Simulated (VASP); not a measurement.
# Fe (Im-3m) in VASP: a series of runs

Runs on Fe. Level: PBEsol. Tasks: single point.

Everything below comes from runs of VASP 6.6.1. Logs are shortened: lines on timing, memory, paths and dates and some standing lists are left out, and cuts for length are marked.

**1. The cell of the first run**

Symmetry: Im-3m, No. 229, cubic system. Conventional cell: a = 2.670 Å, b = 2.670 Å, c = 2.670 Å, α = 90.00°, β = 90.00°, γ = 90.00°. Fe (site symmetry m-3m) has 14 Fe at 2.31 to 2.67 Å within 3.1 Å.

**2. Single point, PBEsol, collinear spin, ferromagnetic start (9.51 Å³/atom)**

Contents of INCAR:

```
SYSTEM = Fe
ALGO = Fast
EDIFF = 1E-7
ENCUT = 520
GGA = PS
ISIF = 2
ISMEAR = 0
ISPIN = 2
LASPH = .TRUE.
LCHARG = .FALSE.
LMAXMIX = 4
LORBIT = 11
LREAL = .FALSE.
LWAVE = .FALSE.
MAGMOM = 2.32
NBANDS = 14
NELM = 150
PREC = Accurate
SIGMA = 0.1
```

Contents of KPOINTS:

```
k-points
0
G
  20 20 20
  0 0 0
```

Contents of POSCAR:

```
Fe
1.0
   -1.3347968521      1.3347968521      1.3347968521
    1.3347968521     -1.3347968521      1.3347968521
    1.3347968521      1.3347968521     -1.3347968521
Fe
1
Direct
    0.0000000000      0.0000000000      0.0000000000
```

Potentials or basis: VASP PAW PBE potentials, release 64 (Fe).

The run is started by

```
cat potpaw_PBE.64/Fe/POTCAR > POTCAR
mpirun -np 1 vasp_std > vasp.out
```

OUTCAR:

```text
SYSTEM = Fe
   EDIFF = 1E-7
   ENCUT = 520
   GGA = PS
   ISIF = 2
   ISMEAR = 0
   ISPIN = 2
   LASPH = .TRUE.
   LORBIT = 11
   LREAL = .FALSE.
   NELM = 150
   PREC = Accurate

 ion  position               nearest neighbor table
   1  0.000  0.000  0.000-

  LATTYP: Found a body centered cubic cell.
 ALAT       =     2.6695937042

  Lattice vectors:

 A1 = (  -1.3347968521,   1.3347968521,   1.3347968521)
 A2 = (   1.3347968521,  -1.3347968521,   1.3347968521)
 A3 = (   1.3347968521,   1.3347968521,  -1.3347968521)

Analysis of symmetry for initial positions (statically):
=====================================================================
 Subroutine PRICEL returns:
 Original cell was already a primitive cell.

 Routine SETGRP: Setting up the symmetry group for a
 body centered cubic supercell.

 Subroutine GETGRP returns: Found 48 space group operations
 (whereof 48 operations were pure point group operations)
 out of a pool of 48 trial point group operations.

The static configuration has the point symmetry O_h .

Analysis of symmetry for dynamics (positions and initial velocities):
=====================================================================
 Subroutine PRICEL returns:
 Original cell was already a primitive cell.

 Routine SETGRP: Setting up the symmetry group for a
 body centered cubic supercell.

 Subroutine GETGRP returns: Found 48 space group operations
 (whereof 48 operations were pure point group operations)
 out of a pool of 48 trial point group operations.

The dynamic configuration has the point symmetry O_h .

Analysis of structural, dynamic, and magnetic symmetry:
=====================================================================
 Subroutine PRICEL returns:
 Original cell was already a primitive cell.

 Routine SETGRP: Setting up the symmetry group for a
 body centered cubic supercell.

 Subroutine GETGRP returns: Found 48 space group operations
 (whereof 48 operations were pure point group operations)
 out of a pool of 48 trial point group operations.

The overall configuration has the point symmetry O_h .

 Subroutine INISYM returns: Found 48 space group operations
 (whereof 48 operations are pure point group operations),
 and found     1 'primitive' translations

----------------------------------------------------------------------------------------

                                     Primitive cell

  volume of cell :       9.5127

  direct lattice vectors                    reciprocal lattice vectors
    -1.334796852  1.334796852  1.334796852     0.000000000  0.374588837  0.374588837
     1.334796852 -1.334796852  1.334796852     0.374588837  0.000000000  0.374588837
     1.334796852  1.334796852 -1.334796852     0.374588837  0.374588837  0.000000000

  length of vectors
     2.311935966  2.311935966  2.311935966     0.529748613  0.529748613  0.529748613

  position of ions in fractional coordinates (direct lattice)
     0.000000000  0.000000000  0.000000000

  ion indices of the primitive-cell ions
   primitive index   ion index
                 1           1

----------------------------------------------------------------------------------------

 KPOINTS: k-points

Automatic generation of k-mesh.
 Grid dimensions read from file:
 generate k-points for:   20   20   20

 Generating k-lattice:

  Cartesian coordinates                     Fractional coordinates (reciprocal lattice)
     0.000000000  0.018729442  0.018729442     0.050000000  0.000000000  0.000000000
     0.018729442  0.000000000  0.018729442     0.000000000  0.050000000  0.000000000
     0.018729442  0.018729442  0.000000000     0.000000000  0.000000000  0.050000000

  Length of vectors
     0.026487431  0.026487431  0.026487431

  Shift w.r.t. Gamma in fractional coordinates (k-lattice)
     0.000000000  0.000000000  0.000000000

 Subroutine IBZKPT returns following result:
 ===========================================

 Found    256 irreducible k-points:

 Following reciprocal coordinates:
            Coordinates               Weight
  0.000000  0.000000  0.000000      1.000000
  0.050000  0.000000  0.000000     12.000000
  0.100000  0.000000  0.000000     12.000000
  0.150000  0.000000  0.000000     12.000000
  0.200000  0.000000  0.000000     12.000000
  0.250000  0.000000  0.000000     12.000000
[... 16 lines left out ...]
  0.200000  0.100000  0.000000     48.000000
  0.250000  0.100000 -0.000000     48.000000
 [... further k-points ...]
   k-points           NKPTS =    256   k-points in BZ     NKDIM =    256   number of bands    NBANDS=     14
   number of dos      NEDOS =    301   number of ions     NIONS =      1
   total plane-waves  NPLWV =   5832
   dimension x,y,z NGX =    18 NGY =   18 NGZ =   18
   dimension x,y,z NGXF=    36 NGYF=   36 NGZF=   36
   ions per type =               1
   NGX,Y,Z   is equivalent  to a cutoff of  12.94, 12.94, 12.94 a.u.
   NGXF,Y,Z  is equivalent  to a cutoff of  25.89, 25.89, 25.89 a.u.
 SYSTEM =  Fe
   PREC   = accura    normal or accurate (medium, high low for compatibility)
   ISTART =      0    job   : 0-new  1-cont  2-samecut
   ICHARG =      2    charge: 1-file 2-atom 10-const
   ISPIN  =      2    spin polarized calculation?
   LNONCOLLINEAR =      F non collinear calculations
   LSORBIT =      F    spin-orbit coupling
   LASPH  =      T    aspherical Exc in radial PAW
   ENCUT  =  520.0 eV  38.22 Ry    6.18 a.u.   4.30  4.30  4.30*2*pi/ulx,y,z
   NELM   =    150;   NELMIN=  2; NELMDL= -5     # of ELM steps
   EDIFF  = 0.1E-06   stopping-criterion for ELM
   LREAL  =      F    real-space projection
   EDIFFG = 0.1E-05   stopping-criterion for IOM
   NSW    =      0    number of steps for IOM
   IBRION =     -1    ionic relax: 0-MD 1-quasi-New 2-CG
   NFREE  =      0    steps in history (QN), initial steepest desc. (CG)
   ISIF   =      2    stress and relaxation
   ISYM   =      2    0-nonsym 1-usesym 2-fastsym
   POTIM  = 0.5000    time-step for ionic-motion
   TEBEG  =    0.0;   TEEND  =   0.0 temperature during run
   PSTRESS=    0.0 pullay stress
   NELECT =       8.0000    total number of electrons
   NUPDOWN=      -1.0000    fix difference up-down
   EMIN   =  10.00;   EMAX   =-10.00  energy-range for DOS
   EFERMI =   0.00;   METHOD = LEGACY
   ISMEAR =     0;   SIGMA  =   0.10  broadening in eV -4-tet -1-fermi 0-gaus
   EFERMI_NEDOS =   21; number of points for ismear=-14 and -15
   IALGO  =     68    algorithm
   IMIX   =      4    mixing-type and parameters
     AMIX     =   0.40;   BMIX     =  1.00
     AMIX_MAG =   1.60;   BMIX_MAG =  1.00
  volume/ion in A,a.u.               =       9.51        64.20
  Fermi-wavevector in a.u.,A,eV,Ry     =   1.545265  2.920128 32.488592  2.387844
  Thomas-Fermi vector in A             =   2.650668
   LORBIT       =     11    0 simple, 1 ext, 2 COOP (PROOUT), +10 PAW based schemes
   GGA     = PS    functional components
   LHFCALC =     F    Hartree Fock is set to
   AEXX    =    0.0000 exact exchange contribution
   IVDW    =     0    specifies the selected vdW correction
   LEPSILON=     F    determine dielectric tensor
   LRPA    =     F    only Hartree local field effects (RPA)
 spin polarized calculation
 RMM-DIIS sequential band-by-band and
 Gauss-broadening in eV      SIGMA  =   0.10
  energy-cutoff  :      520.00
  volume of cell :        9.51
 maximum number of plane-waves:       268
 NGX is ok and might be reduce to    18
   NGX =  9   NGY =  9   NGZ =  9

 number of electron       8.0000009 magnetization       1.9165491

 Free energy of the ion-electron system (eV)
  ---------------------------------------------------
  ext. energy  EPLUGINS =         0.00000000
  ---------------------------------------------------
  free energy    TOTEN  =        -8.77971332 eV

  energy without entropy =       -8.77501683  energy(sigma->0) =       -8.77736508

 E-fermi :   7.7674     XC(G=0): -14.3182

 val. band max:        7.7644786259   @ k =  -0.3500   0.5000   0.1500
 cond. band min:       7.7677359049   @ k =  -0.2000   0.2000   0.0500
 fundamental gap:      0.0032572790
 Fermi energy:         7.7674166725

 spin component 1

 k-point     1 :       0.0000    0.0000    0.0000
  band No.  band energies     occupation
      1      -1.9348      1.00000
      2       5.0003      1.00000
      3       5.0003      1.00000
      4       5.0003      1.00000
      5       6.6778      1.00000
      6       6.6778      1.00000
      7      34.3379      0.00000
      8      34.3379      0.00000
      9      34.3379      0.00000
     10      40.7245      0.00000
     11      40.7245      0.00000
     12      44.1744      0.00000
     13      44.1744      0.00000
     14      44.1744      0.00000

 k-point     2 :       0.0500    0.0000    0.0000
  band No.  band energies     occupation
      1      -1.8148      1.00000
      2       4.9616      1.00000
      3       4.9969      1.00000
      4       5.0733      1.00000
      5       6.6372      1.00000
      6       6.6809      1.00000
      7      33.7146      0.00000
      8      34.2173      0.00000
      9      34.3200      0.00000
     10      40.3679      0.00000
     11      41.2119      0.00000
     12      42.7006      0.00000
     13      42.8679      0.00000
     14      44.4269      0.00000
[... 343 lines left out ...]
      1       0.8814      1.00000
      2       4.2526      1.00000
      3       4.5362      1.00000
      4       6.3246      1.00000
      5       6.8620      1.00000
      6       6.9996      1.00000
      7      25.6415      0.00000
      8      28.7578      0.00000
      9      33.5989      0.00000
     10      35.3149      0.00000
     11      40.4232      0.00000
     12      41.8314      0.00000
     13      47.4399      0.00000
     14      48.4407      0.00000

 k-point    24 :       0.2500    0.1000   -0.0000
  band No.  band energies     occupation
      1       1.5241      1.00000
      2       4.0365      1.00000
      3       4.6523      1.00000
      4       6.4265      1.00000
      5       6.9541      1.00000
      6       7.6284      0.97538
      7      23.3010      0.00000
      8      27.8219      0.00000
      9      32.2929      0.00000
     10      35.2865      0.00000
     11      40.6934      0.00000
     12      42.1903      0.00000
     13      48.1309      0.00000
     14      50.7237      0.00000

 [... further k-points ...]

 spin component 2

 k-point     1 :       0.0000    0.0000    0.0000
  band No.  band energies     occupation
      1      -1.6318      1.00000
      2       6.6393      1.00000
      3       6.6394      1.00000
      4       6.6394      1.00000
      5       9.0761      0.00000
      6       9.0762      0.00000
      7      34.3381      0.00000
      8      34.3381      0.00000
      9      34.3381      0.00000
     10      41.1114      0.00000
     11      41.1114      0.00000
     12      44.8831      0.00000
     13      44.8831      0.00000
     14      44.8831      0.00000

 k-point     2 :       0.0500    0.0000    0.0000
  band No.  band energies     occupation
      1      -1.5111      1.00000
      2       6.5953      1.00000
      3       6.6325      1.00000
      4       6.7168      1.00000
      5       9.0263      0.00000
      6       9.0794      0.00000
      7      33.8006      0.00000
      8      34.2419      0.00000
      9      34.3469      0.00000
     10      40.7823      0.00000
     11      41.5787      0.00000
     12      43.5307      0.00000
     13      43.6801      0.00000
     14      45.1145      0.00000
[... 343 lines left out ...]
      1       1.2930      1.00000
      2       5.7910      1.00000
      3       6.0493      1.00000
      4       8.5282      0.00000
      5       8.6800      0.00000
      6       9.3166      0.00000
      7      26.3512      0.00000
      8      29.2382      0.00000
      9      34.2265      0.00000
     10      35.6481      0.00000
     11      40.8780      0.00000
     12      42.4134      0.00000
     13      47.8345      0.00000
     14      49.0322      0.00000

 k-point    24 :       0.2500    0.1000   -0.0000
  band No.  band energies     occupation
      1       2.0909      1.00000
      2       5.5481      1.00000
      3       6.0230      1.00000
      4       8.6004      0.00000
      5       9.2423      0.00000
      6       9.4741      0.00000
      7      24.1218      0.00000
      8      28.3040      0.00000
      9      32.9153      0.00000
     10      35.6735      0.00000
     11      41.2415      0.00000
     12      42.6717      0.00000
     13      48.5013      0.00000
     14      51.3034      0.00000

 [... further k-points ...]

------------------------ aborting loop because EDIFF is reached ----------------------------------------

  FORCE on cell =-STRESS in cart. coord.  units (eV):
  Direction    XX          YY          ZZ          XY          YZ          ZX
  --------------------------------------------------------------------------------------
  -------------------------------------------------------------------------------------
  Total        2.3460266      2.3460266      2.3460266      0.0000000      0.0000000      0.0000000
  in kB      395.1281705    395.1281705    395.1281705      0.0000000      0.0000000      0.0000000
  external PRESSURE =     395.1281705 kB  Pullay stress =       0.0000000 kB

 VOLUME and BASIS-vectors are now :
 -----------------------------------------------------------------------------
  energy-cutoff  :      520.00
  volume of cell :        9.51
      direct lattice vectors                 reciprocal lattice vectors
    -1.334796852  1.334796852  1.334796852     0.000000000  0.374588837  0.374588837
     1.334796852 -1.334796852  1.334796852     0.374588837  0.000000000  0.374588837
     1.334796852  1.334796852 -1.334796852     0.374588837  0.374588837  0.000000000

 POSITION                                       TOTAL-FORCE (eV/Angst)
 -----------------------------------------------------------------------------------
      0.00000      0.00000      0.00000        -0.000000     -0.000000      0.000000
 -----------------------------------------------------------------------------------
    total drift:                                0.000000     -0.000000      0.000000

  FREE ENERGIE OF THE ION-ELECTRON SYSTEM (eV)
  ---------------------------------------------------
  free  energy   TOTEN  =        -8.7797133183 eV

  energy  without entropy=       -8.7750168327  energy(sigma->0) =       -8.77736508

 total charge

# of ion       s       p       d       tot
------------------------------------------
    1        0.575   0.724   6.414   7.713

 magnetization (x)

# of ion       s       p       d       tot
------------------------------------------
    1       -0.010  -0.044   1.933   1.879
```

It took 100 s on 1 thread of Intel Xeon 8259CL, shared host; peak memory 0.17 GiB.

What came out:

- Free energy: -8.7797 eV
- Pressure: 39.5 GPa
- Net moment: 1.92 μB per cell
- Site moments: Fe +1.88 μB
- Valence electrons inside the program's atomic spheres: Fe 7.71

Caveat: the cell stands under pressure; the PAW data sets were made with another functional, which shifts forces and pressure a little.

**3. Single point, PBEsol, collinear spin, ferromagnetic start (9.84 Å³/atom)**

This run uses another cell than the first one, of 9.84 Å³/atom.

Contents of INCAR:

```
ALGO = Normal ; EDIFF = 1E-7
ENCUT = 520 ; GGA = PS
ISIF = 2 ; ISMEAR = 0
ISPIN = 2 ; LASPH = True
LCHARG = False ; LMAXMIX = 4
LORBIT = 11 ; LREAL = False
LWAVE = False ; MAGMOM = 2.32
NBANDS = 14 ; NELM = 150
PREC = Accurate ; SIGMA = 0.1
```

Contents of KPOINTS:

```
k-points
0
Gamma
  20 20 20
```

Contents of POSCAR:

```
Fe
1.0
   -1.3497958250      1.3497958250      1.3497958250
    1.3497958250     -1.3497958250      1.3497958250
    1.3497958250      1.3497958250     -1.3497958250
Fe
1
Direct
    0.0000000000      0.0000000000      0.0000000000
```

Potentials or basis: VASP PAW PBE potentials, release 64 (Fe).

The run is started by

```
cat potpaw_PBE.64/Fe/POTCAR > POTCAR
mpirun -np 1 vasp_std > vasp.out
```

It took 85 s on 1 thread of Intel Xeon 8259CL, shared host; peak memory 0.17 GiB.

Results (log left out):

| Item | Value |
| --- | --- |
| Free energy | -8.8466 eV |
| Pressure | 27.0 GPa |
| Band gap on the k mesh | zero (filled and empty bands overlap) |
| Net moment | 1.97 μB per cell |
| Site moments | Fe +1.94 μB |
| Valence electrons inside the program's atomic spheres | Fe 7.62 |

Levels at points of the mesh, in eV from the Fermi level:
Spin up:
| k point | band 3 | band 4 | band 5 | band 6 | band 7 | band 8 |
| --- | --- | --- | --- | --- | --- | --- |
| (0.00, 0.00, 0.00) | -2.67 | -2.67 | -1.08 | -1.08 | 26.26 | 26.26 |
| (0.50, 0.00, 0.00) | -1.01 | -0.82 | 0.34 | 0.70 | 8.67 | 19.43 |
| (0.50, 0.50, 0.50) | 0.36 | 0.36 | 0.36 | 10.86 | 10.86 | 10.86 |
Spin down:
| k point | band 1 | band 2 | band 3 | band 4 | band 5 | band 6 |
| --- | --- | --- | --- | --- | --- | --- |
| (0.00, 0.00, 0.00) | -9.18 | -0.98 | -0.98 | -0.98 | 1.37 | 1.37 |
| (0.50, 0.00, 0.00) | -4.68 | -2.53 | 0.62 | 1.25 | 1.69 | 2.68 |
| (0.50, 0.50, 0.50) | -4.24 | -4.24 | 2.30 | 2.30 | 2.30 | 11.24 |

Caveat: the cell stands under pressure; the PAW data sets were made with another functional, which shifts forces and pressure a little.

(Continued in part 2 of 2.)
